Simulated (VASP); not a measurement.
A run of VASP 6.6.1 is set up as follows.

File INCAR:

```
PREC = Accurate
ENCUT = 520
EDIFF = 1E-7
ISMEAR = 0
SIGMA = 0.2
LREAL = False
LASPH = True
NELM = 80
ALGO = Normal
ISIF = 2
LWAVE = False
LCHARG = False
GGA = PE
NBANDS = 14
```

File KPOINTS:

```
Automatic mesh
0
Gamma
  14 14 14
```

POSCAR

```
Rh
1.0
    0.0000000000      1.9160595532      1.9160595532
    1.9160595532      0.0000000000      1.9160595532
    1.9160595532      1.9160595532      0.0000000000
Rh
1
Direct
    0.0000000000      0.0000000000      0.0000000000
```

Potentials or basis: VASP PAW PBE potentials, release 64 (Rh_pv).

Launch:

```bash
$ cat potpaw_PBE.64/Rh_pv/POTCAR > POTCAR
$ mpirun -np 1 vasp_std > vasp.out
```

Problem. Predict the pressure.

Solution. -0.2 GPa.
